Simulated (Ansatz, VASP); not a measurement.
# Two plane-wave programs on Sn3GeSe

```
CELL_PARAMETERS angstrom
5.40729 0.00000 0.00000
0.00000 5.40729 0.00000
0.00000 0.00000 5.40729
ATOMIC_POSITIONS crystal
Sn 0.50000 0.00000 0.00000
Sn 0.00000 0.50000 0.00000
Sn 0.00000 0.00000 0.50000
Ge 0.00000 0.00000 0.00000
Se 0.50000 0.50000 0.50000
```

Alike in both runs: functional PBE; k mesh 8 × 8 × 8; occupations gaussian, width 0.1 eV; no spin polarisation.

Ansatz relaxed the structure, and its values are those at the end. VASP's run is a single point on that final structure, the one shown.

|  | VASP | Ansatz |
| --- | --- | --- |
| version | VASP 6.6.1 | Ansatz 0.2.0 |
| potentials or method | VASP PAW PBE potentials, release 64 (Sn_d, Ge_d, Se), cutoff 520 eV | scalar-relativistic, plane waves, PAW |
| valence electrons in the cell | 62 | 72 |

```csv
,VASP,Ansatz,Ansatz less VASP
gap on the k mesh at the Fermi level (eV),none,none,-
pressure (GPa),0.0,0.0,+0.04
```

A gap of «none» marks a metal or a gap that the smearing closes. VASP's potentials hold 62 valence electrons a cell and Ansatz's 72, so a difference there can come from the potentials and not from the codes.
